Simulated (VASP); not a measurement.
# HfB2 (P4/mmm) in VASP: further runs

Runs on HfB2. Level: PBE. Tasks: single point, relaxation of cell and atoms.

Program: VASP 6.6.1. These are calculated values, not measurements. Logs are shortened: lines on timing, memory, paths and dates and some standing lists are left out, and cuts for length are marked.

## 1. The cell of the first run

It takes space group P4/mmm (No. 123, tetragonal). Conventional cell: a = 4.586 Å, b = 4.586 Å, c = 4.062 Å, α = 90.00°, β = 90.00°, γ = 90.00°. Hf (site symmetry 4/mmm) has 4 B at 1.98 Å within 2.6 Å. Hf (site symmetry 4/mmm) has 8 B at 2.39 Å within 3.2 Å. Within 2.4 Å of B (site symmetry m2m) lie 2 B at 1.78 Å and 3 Hf at 1.98 to 2.39 Å.

The cell was built from a structure type or drawn by symmetry, and may not be a known phase.

## 2. Single point, PBE

Input file INCAR:

```
PREC = Accurate ; ENCUT = 520
EDIFF = 1E-6 ; ISMEAR = 0
SIGMA = 0.1 ; LREAL = False
LASPH = True ; NELM = 100
ALGO = Normal ; ISIF = 2
LWAVE = False ; LCHARG = False
GGA = PE ; NBANDS = 25
```

Input file KPOINTS:

```
regular mesh
0
Gamma
  4 4 4
```

Input file POSCAR:

```
HfB2
1.0
    4.5860188200      0.0000000000      0.0000000000
    0.0000000000      4.5860188200      0.0000000000
    0.0000000000      0.0000000000      4.0618983900
Hf B
2 4
Direct
    0.5000000000      0.5000000000      0.5000000000
    0.0000000000      0.0000000000      0.0000000000
    0.1942165900      0.1942165900      0.5000000000
    0.8057834100      0.8057834100      0.5000000000
    0.8057834100      0.1942165900      0.5000000000
    0.1942165900      0.8057834100      0.5000000000
```

Potentials or basis: VASP PAW PBE potentials, release 64 (Hf_pv, B).

On the command line:

```sh
cat potpaw_PBE.64/Hf_pv/POTCAR potpaw_PBE.64/B/POTCAR > POTCAR
mpirun -np 1 vasp_std > vasp.out
```

OUTCAR:

```text
PREC = Accurate
   ENCUT = 520
   EDIFF = 1E-6
   ISMEAR = 0
   LREAL = False
   LASPH = True
   NELM = 100
   ISIF = 2
   GGA = PE

 ion  position               nearest neighbor table
   1  0.500  0.500  0.500-   3 1.98   4 1.98   5 1.98   6 1.98   2 3.83   2 3.83   2 3.83   2 3.83
                             2 3.83   2 3.83   2 3.83   2 3.83
   2  0.000  0.000  0.000-   3 2.39   4 2.39   5 2.39   6 2.39   3 2.39   4 2.39   5 2.39   6 2.39
                             1 3.83   1 3.83   1 3.83   1 3.83   1 3.83   1 3.83   1 3.83   1 3.83
   3  0.194  0.194  0.500-   5 1.78   6 1.78   1 1.98   2 2.39   2 2.39
   4  0.806  0.806  0.500-   5 1.78   6 1.78   1 1.98   2 2.39   2 2.39
   5  0.806  0.194  0.500-   3 1.78   4 1.78   1 1.98   2 2.39   2 2.39
   6  0.194  0.806  0.500-   3 1.78   4 1.78   1 1.98   2 2.39   2 2.39

  LATTYP: Found a simple tetragonal cell.
 ALAT       =     4.5860188200
 C/A-ratio  =     0.8857134149

  Lattice vectors:

 A1 = (   4.5860188200,   0.0000000000,   0.0000000000)
 A2 = (   0.0000000000,   4.5860188200,   0.0000000000)
 A3 = (   0.0000000000,   0.0000000000,   4.0618983900)

Analysis of symmetry for initial positions (statically):
=====================================================================
 Subroutine PRICEL returns:
 Original cell was already a primitive cell.

 Routine SETGRP: Setting up the symmetry group for a
 simple tetragonal supercell.

 Subroutine GETGRP returns: Found 16 space group operations
 (whereof 16 operations were pure point group operations)
 out of a pool of 16 trial point group operations.

The static configuration has the point symmetry D_4h.

Analysis of symmetry for dynamics (positions and initial velocities):
=====================================================================
 Subroutine PRICEL returns:
 Original cell was already a primitive cell.

 Routine SETGRP: Setting up the symmetry group for a
 simple tetragonal supercell.

 Subroutine GETGRP returns: Found 16 space group operations
 (whereof 16 operations were pure point group operations)
 out of a pool of 16 trial point group operations.

The dynamic configuration has the point symmetry D_4h.

 Subroutine INISYM returns: Found 16 space group operations
 (whereof 16 operations are pure point group operations),
 and found     1 'primitive' translations

----------------------------------------------------------------------------------------

                                     Primitive cell

  volume of cell :      85.4281

[... 93 lines left out ...]
   IBRION =     -1    ionic relax: 0-MD 1-quasi-New 2-CG
   NFREE  =      0    steps in history (QN), initial steepest desc. (CG)
   ISIF   =      2    stress and relaxation
   ISYM   =      2    0-nonsym 1-usesym 2-fastsym
   POTIM  = 0.5000    time-step for ionic-motion
   TEBEG  =    0.0;   TEEND  =   0.0 temperature during run
   PSTRESS=    0.0 pullay stress
   NELECT =      32.0000    total number of electrons
   NUPDOWN=      -1.0000    fix difference up-down
   EMIN   =  10.00;   EMAX   =-10.00  energy-range for DOS
   EFERMI =   0.00;   METHOD = LEGACY
   ISMEAR =     0;   SIGMA  =   0.10  broadening in eV -4-tet -1-fermi 0-gaus
   EFERMI_NEDOS =   21; number of points for ismear=-14 and -15
   IALGO  =     38    algorithm
   IMIX   =      4    mixing-type and parameters
     AMIX     =   0.40;   BMIX     =  1.00
     AMIX_MAG =   1.60;   BMIX_MAG =  1.00
  volume/ion in A,a.u.               =      14.24        96.08
  Fermi-wavevector in a.u.,A,eV,Ry     =   1.180116  2.230095 18.948467  1.392673
  Thomas-Fermi vector in A             =   2.316414
   LORBIT       =      0    0 simple, 1 ext, 2 COOP (PROOUT), +10 PAW based schemes
   GGA     = PE    functional components
   LHFCALC =     F    Hartree Fock is set to
   AEXX    =    0.0000 exact exchange contribution
   IVDW    =     0    specifies the selected vdW correction
   LEPSILON=     F    determine dielectric tensor
   LRPA    =     F    only Hartree local field effects (RPA)
 non-spin polarized calculation
 Gauss-broadening in eV      SIGMA  =   0.10
  energy-cutoff  :      520.00
  volume of cell :       85.43
 maximum number of plane-waves:      2327
 NGX is ok and might be reduce to    36
   NGX = 17   NGY = 17   NGZ = 15

 number of electron      32.0000007 magnetization

 Free energy of the ion-electron system (eV)
  ---------------------------------------------------
  ext. energy  EPLUGINS =         0.00000000
  ---------------------------------------------------
  free energy    TOTEN  =       -39.35942101 eV

  energy without entropy =      -39.34563251  energy(sigma->0) =      -39.35252676

 E-fermi :   3.5228     XC(G=0): -10.4699

 val. band max:        3.5219756102   @ k =   0.5000   0.0000   0.0000
 cond. band min:       3.5349126686   @ k =   0.2500   0.0000   0.2500
 fundamental gap:      0.0129370584
 Fermi energy:         3.5227895470

 k-point     1 :       0.0000    0.0000    0.0000
  band No.  band energies     occupation
      1     -27.0130      2.00000
      2     -27.0130      2.00000
      3     -26.9384      2.00000
      4     -26.5316      2.00000
      5     -26.5316      2.00000
      6     -26.0912      2.00000
[... 493 lines left out ...]
     24       8.0327      0.00000
     25       9.6275      0.00000

------------------------ aborting loop because EDIFF is reached ----------------------------------------

  FORCE on cell =-STRESS in cart. coord.  units (eV):
  Direction    XX          YY          ZZ          XY          YZ          ZX
  --------------------------------------------------------------------------------------
  -------------------------------------------------------------------------------------
  Total       14.7047515     14.7047515      0.4498298      0.0000000     -0.0000000      0.0000000
  in kB      275.7830378    275.7830378      8.4364181      0.0000000     -0.0000000      0.0000000
  external PRESSURE =     186.6674979 kB  Pullay stress =       0.0000000 kB

 VOLUME and BASIS-vectors are now :
 -----------------------------------------------------------------------------
  energy-cutoff  :      520.00
  volume of cell :       85.43
      direct lattice vectors                 reciprocal lattice vectors
     4.586018820  0.000000000  0.000000000     0.218054055  0.000000000  0.000000000
     0.000000000  4.586018820  0.000000000     0.000000000  0.218054055  0.000000000
     0.000000000  0.000000000  4.061898390     0.000000000  0.000000000  0.246190304

 POSITION                                       TOTAL-FORCE (eV/Angst)
 -----------------------------------------------------------------------------------
      2.29301      2.29301      2.03095        -0.000000      0.000000      0.000000
      0.00000      0.00000      0.00000        -0.000000      0.000000      0.000000
      0.89068      0.89068      2.03095        -3.731163     -3.731163      0.000000
      3.69534      3.69534      2.03095         3.731163      3.731163      0.000000
      3.69534      0.89068      2.03095         3.731163     -3.731163     -0.000000
      0.89068      3.69534      2.03095        -3.731163      3.731163      0.000000
 -----------------------------------------------------------------------------------
    total drift:                                0.000000      0.000000      0.000000

  FREE ENERGIE OF THE ION-ELECTRON SYSTEM (eV)
  ---------------------------------------------------
  free  energy   TOTEN  =       -39.3594210086 eV

  energy  without entropy=      -39.3456325068  energy(sigma->0) =      -39.35252676
```

OSZICAR:

```text
N       E                     dE             d eps       ncg     rms          rms(c)
DAV:   1     0.110758895662E+03    0.11076E+03   -0.15837E+04   900   0.117E+03
DAV:   2    -0.406916259816E+02   -0.15145E+03   -0.14073E+03  1091   0.280E+02
DAV:   3    -0.473778435602E+02   -0.66862E+01   -0.64890E+01  1191   0.443E+01
DAV:   4    -0.474910490387E+02   -0.11321E+00   -0.11284E+00  1070   0.632E+00
DAV:   5    -0.474934317180E+02   -0.23827E-02   -0.23813E-02  1195   0.819E-01    0.849E+01
DAV:   6    -0.394178380729E+02    0.80756E+01   -0.19375E+01  1045   0.187E+01    0.437E+01
DAV:   7    -0.394278929614E+02   -0.10055E-01   -0.27170E+00  1124   0.779E+00    0.217E+01
DAV:   8    -0.393765580678E+02    0.51335E-01   -0.51566E-01  1086   0.352E+00    0.248E+00
DAV:   9    -0.393599841344E+02    0.16574E-01   -0.39294E-02  1048   0.137E+00    0.102E+00
DAV:  10    -0.393594707494E+02    0.51338E-03   -0.97455E-03  1099   0.453E-01    0.701E-01
DAV:  11    -0.393594388515E+02    0.31898E-04   -0.49312E-04  1055   0.117E-01    0.452E-01
DAV:  12    -0.393594257808E+02    0.13071E-04   -0.84052E-05  1141   0.464E-02    0.106E-01
DAV:  13    -0.393594200838E+02    0.56970E-05   -0.33798E-05  1107   0.280E-02    0.271E-02
DAV:  14    -0.393594211298E+02   -0.10460E-05   -0.23227E-06  1003   0.853E-03    0.171E-02
DAV:  15    -0.393594210086E+02    0.12119E-06   -0.12738E-07   518   0.196E-03
   1 F= -.39359421E+02 E0= -.39352527E+02  d E =-.137885E-01
```

Wall time 21 s (1 thread of Intel Xeon 6975P-C (Granite Rapids), shared host); peak memory 0.19 GiB.

What came out:

| Quantity | Value |
| --- | --- |
| Free energy | -39.3594 eV |
| Pressure | 18.7 GPa |
| Largest force | 5.277 eV/Å |
| Band gap on the k mesh | zero (bands 16 and 17 overlap by 1.23 eV) |

Forces in eV/Å, atoms in the order of the input:
```
Hf   0.000  0.000  0.000
Hf   0.000  0.000  0.000
B   -3.731 -3.731  0.000
B    3.731  3.731  0.000
B    3.731 -3.731  0.000
B   -3.731  3.731  0.000
```

Stress tensor (GPa, compression positive):
```
27.58  0.00  0.00
 0.00 27.58  0.00
 0.00  0.00  0.84
```

Levels at points of the mesh, in eV from the Fermi level:
```csv
k point,band 14,band 15,band 16,band 17,band 18,band 19
"(0.00, 0.00, 0.00)",-1.99,-1.73,-0.79,1.70,1.70,2.65
"(0.50, 0.00, 0.00)",-1.33,-1.26,-0.86,-0.79,0.00,0.94
"(0.50, 0.50, 0.00)",-0.81,-0.66,-0.11,0.86,2.81,2.92
"(0.00, 0.00, 0.50)",-1.02,-1.02,0.35,0.81,0.91,2.16
"(0.50, 0.00, 0.50)",-1.45,-1.24,0.29,0.44,0.61,0.86
"(0.50, 0.50, 0.50)",-2.18,-1.07,-0.14,0.95,2.47,2.90
```

Caveat: the k points lie up to 0.39 Å⁻¹ apart, too coarse for converged energies and pressures of a metal; spin-orbit coupling is left out, which moves the levels of the heavy elements; forces of over 1 eV/Å act on the atoms, so gaps and moduli don't describe the material at rest.

## 3. Single point, PBE

This run uses another cell than the first one, of 17.01 Å³/atom.

Input file INCAR:

```
SYSTEM = HfB2
PREC     = Accurate       ! precision mode
ENCUT    = 520            ! plane-wave cutoff, eV
EDIFF    = 1E-6           ! SCF threshold, eV
ISMEAR   = 0              ! smearing method
SIGMA    = 0.1            ! smearing width, eV
LREAL    = .FALSE.        ! projectors in reciprocal space
LASPH    = .TRUE.         ! aspherical terms in the spheres
NELM     = 60             ! most SCF steps
ALGO     = Normal         ! electronic algorithm
ISIF     = 2              ! what is computed and relaxed
LWAVE    = .FALSE.        ! write WAVECAR
LCHARG   = .TRUE.         ! write CHGCAR
GGA      = PE             ! functional
LELF     = .TRUE.         ! ELF
LVHAR    = .TRUE.       
NBANDS   = 25             ! bands
```

Input file KPOINTS:

```
Automatic mesh
0
G
  4 4 4
  0 0 0
```

Input file POSCAR:

```
HfB2
1.0
    4.9732817974      0.0000000000      0.0000000000
    0.0000000000      4.9732817974      0.0000000000
    0.0000000000      0.0000000000      4.1261201109
Hf B
2 4
Direct
    0.5000000000      0.5000000000      0.5000000000
    0.0000000000      0.0000000000      0.0000000000
    0.1714773677      0.1714773677      0.5000000000
    0.8285226323      0.8285226323      0.5000000000
    0.8285226323      0.1714773677      0.5000000000
    0.1714773677      0.8285226323      0.5000000000
```

Potentials or basis: VASP PAW PBE potentials, release 64 (Hf_pv, B).

On the command line:

```sh
cat potpaw_PBE.64/Hf_pv/POTCAR potpaw_PBE.64/B/POTCAR > POTCAR
mpirun -np 1 vasp_std > vasp.out
```

It took 26 s on 1 thread of Intel Xeon 6975P-C (Granite Rapids), shared host; peak memory 0.23 GiB.

It converged, with:

```yaml
Free_energy: -41.9226 eV
Pressure: 0.0 GPa
Largest_force: 0.007 eV/Å
Band_gap_on_the_k_mesh: zero (bands 16 and 17 overlap by 0.89 eV)
```

Forces on the atoms (eV/Å):
```
Hf   0.000  0.000  0.000
Hf   0.000  0.000  0.000
B   -0.005 -0.005  0.000
B    0.005  0.005  0.000
B    0.005 -0.005  0.000
B   -0.005  0.005  0.000
```

Stress tensor (GPa, compression positive):
```
-0.01  0.00  0.00
 0.00 -0.01  0.00
 0.00  0.00 -0.09
```

Levels at points of the mesh, in eV from the Fermi level:
```csv
k point,band 12,band 13,band 14,band 15,band 16,band 17,band 18,band 19,band 20,band 21
"(0.00, 0.00, 0.00)",-3.14,-1.70,-1.70,-1.68,-0.43,1.00,1.00,2.59,2.71,2.71
"(0.50, 0.00, 0.00)",-1.78,-1.78,-1.66,-1.62,-1.41,-0.50,0.02,1.53,1.82,2.86
"(0.50, 0.50, 0.00)",-2.02,-2.02,-1.54,-1.14,-0.02,1.60,1.79,1.79,2.48,2.84
"(0.00, 0.00, 0.50)",-3.47,-2.73,-0.53,-0.53,0.06,0.80,1.18,1.34,1.34,3.22
"(0.50, 0.00, 0.50)",-1.50,-1.16,-0.82,-0.77,-0.68,-0.61,0.15,1.13,1.28,2.25
"(0.50, 0.50, 0.50)",-2.91,-1.44,-1.44,-0.97,-0.68,1.71,1.83,1.83,1.96,2.50
```

Caveat: the k points lie up to 0.38 Å⁻¹ apart, too coarse for converged energies and pressures of a metal; spin-orbit coupling is left out, which moves the levels of the heavy elements.

## 4. Relaxation of cell and atoms, PBE

Input file INCAR:

```
SYSTEM = HfB2
PREC = Accurate
ENCUT = 600
EDIFF = 1E-6
ISMEAR = 0
SIGMA = 0.1
LREAL = .False.
LASPH = .True.
NELM = 60
ALGO = Normal
ISIF = 3
LWAVE = .False.
LCHARG = .False.
GGA = PE
IBRION = 2
NSW = 90
EDIFFG = -0.04
```

Input file KPOINTS:

```
regular mesh
0
Gamma
  4 4 4
  0 0 0
```

Input file POSCAR:

```
HfB2
1.0
    4.5860188200      0.0000000000      0.0000000000
    0.0000000000      4.5860188200      0.0000000000
    0.0000000000      0.0000000000      4.0618983900
Hf B
2 4
Direct
    0.5000000000      0.5000000000      0.5000000000
    0.0000000000      0.0000000000      0.0000000000
    0.1942165900      0.1942165900      0.5000000000
    0.8057834100      0.8057834100      0.5000000000
    0.8057834100      0.1942165900      0.5000000000
    0.1942165900      0.8057834100      0.5000000000
```

On the command line:

```sh
cat potpaw_PBE.64/Hf_pv/POTCAR potpaw_PBE.64/B/POTCAR > POTCAR
mpirun -np 1 vasp_std > vasp.out
```

Run time: 96 s. Hardware: 1 thread of Intel Xeon 6975P-C (Granite Rapids), shared host; peak memory 0.24 GiB.

It converged, with:

```yaml
Free_energy: -41.9213 eV
Relaxed_volume: 17.03 Å³/atom
Relaxed_cell: a = 4.976 Å, b = 4.976 Å, c = 4.127 Å, α = 90.00°, β = 90.00°, γ = 90.00°
Space_group_after_relaxing_to_0.1_Å: P4/mmm (No. 123)
Energy_gained_by_relaxing: 426.3 meV/atom
Ionic_steps: 6
Pressure_after_relaxing: -0.1 GPa
Largest_force_after_relaxing: 0.027 eV/Å
Band_gap_on_the_k_mesh: zero (bands 16 and 17 overlap by 0.89 eV)
```

Forces in eV/Å, atoms in the order of the input:
```
Hf   0.000  0.000  0.000
Hf   0.000  0.000  0.000
B    0.019  0.019  0.000
B   -0.019 -0.019  0.000
B   -0.019  0.019  0.000
B    0.019 -0.019  0.000
```

Step by step:
| step | energy change (eV) | largest force (eV/Å) | pressure (GPa) | volume (Å³) |
| --- | --- | --- | --- | --- |
| 1 | 0.0000 | 5.2756 | 18.66 | 85.43 |
| 2 | -1.6715 | 3.7434 | 3.12 | 107.20 |
| 3 | -2.4674 | 0.9061 | 5.16 | 98.22 |
| 4 | -2.4702 | 0.7985 | 5.31 | 97.89 |
| 5 | -2.4866 | 0.5913 | -4.34 | 106.25 |
| 6 | -2.5578 | 0.0266 | -0.11 | 102.17 |

Final structure:
```
Hf B
1.0
     4.97580    0.00000    0.00000
     0.00000    4.97580    0.00000
     0.00000    0.00000    4.12682
Hf B
2 4
Direct
  0.50000 0.50000 0.50000
  0.00000 0.00000 0.00000
  0.17130 0.17130 0.50000
  0.82870 0.82870 0.50000
  0.82870 0.17130 0.50000
  0.17130 0.82870 0.50000
```

Levels at points of the mesh, in eV from the Fermi level:
```csv
k point,band 14,band 15,band 16,band 17,band 18,band 19
"(0.00, 0.00, 0.00)",-1.70,-1.68,-0.43,1.00,1.00,2.59
"(0.50, 0.00, 0.00)",-1.66,-1.62,-1.41,-0.50,0.02,1.53
"(0.50, 0.50, 0.00)",-1.54,-1.14,-0.03,1.60,1.78,1.78
"(0.00, 0.00, 0.50)",-0.53,-0.53,0.05,0.80,1.18,1.34
"(0.50, 0.00, 0.50)",-0.81,-0.77,-0.68,-0.61,0.15,1.13
"(0.50, 0.50, 0.50)",-1.44,-0.98,-0.68,1.71,1.82,1.82
```

Caveat: the k points lie up to 0.38 Å⁻¹ apart in the final cell, too coarse for converged energies and pressures of a metal; the volume moved by over 15 % at a fixed basis, so the end points are rough; spin-orbit coupling is left out, which moves the levels of the heavy elements.

## 5. Single point, PBE

This run uses another cell than the first one, of 17.04 Å³/atom.

Input file INCAR:

```
SYSTEM = HfB2
  PREC = Accurate
  ENCUT = 520
  EDIFF = 1E-7
  ISMEAR = 0
  SIGMA = 0.1
  LREAL = .False.
  LASPH = .True.
  NELM = 80
  ALGO = Normal
  ISIF = 2
  LWAVE = .False.
  LCHARG = .False.
  GGA = PE
  NBANDS = 25
```

Input file KPOINTS:

```
regular mesh
0
Gamma
  8 8 10
  0 0 0
```

Input file POSCAR:

```
HfB2
1.0
    4.9766111562      0.0000000000      0.0000000000
    0.0000000000      4.9766111562      0.0000000000
    0.0000000000      0.0000000000      4.1275100424
Hf B
2 4
Direct
    0.5000000000      0.5000000000      0.5000000000
    0.0000000000      0.0000000000      0.0000000000
    0.1713613700      0.1713613700      0.5000000000
    0.8286386300      0.8286386300      0.5000000000
    0.8286386300      0.1713613700      0.5000000000
    0.1713613700      0.8286386300      0.5000000000
```

On the command line:

```sh
cat potpaw_PBE.64/Hf_pv/POTCAR potpaw_PBE.64/B/POTCAR > POTCAR
mpirun -np 1 vasp_std > vasp.out
```

Wall time 2 min (1 thread of Intel Xeon 6975P-C (Granite Rapids), shared host); peak memory 0.34 GiB.

The run converged. Its results:

- Free energy: -41.8942 eV
- Pressure: -0.1 GPa
- Band gap on the k mesh: zero (bands 16 and 17 overlap by 0.94 eV)

Levels at points of the mesh, in eV from the Fermi level:
```tsv
k point	band 14	band 15	band 16	band 17	band 18	band 19
(0.00, 0.00, 0.00)	-1.67	-1.64	-0.45	1.03	1.03	2.61
(0.50, 0.00, 0.00)	-1.62	-1.60	-1.37	-0.47	0.00	1.52
(0.50, 0.50, 0.00)	-1.50	-1.10	-0.06	1.60	1.81	1.81
(0.00, 0.00, 0.50)	-0.53	-0.53	0.08	0.83	1.21	1.36
(0.50, 0.00, 0.50)	-0.79	-0.73	-0.67	-0.59	0.17	1.16
(0.50, 0.50, 0.50)	-1.43	-0.93	-0.67	1.71	1.85	1.85
```

Caveat: spin-orbit coupling is left out, which moves the levels of the heavy elements.

(Continued in part 2 of 2.)
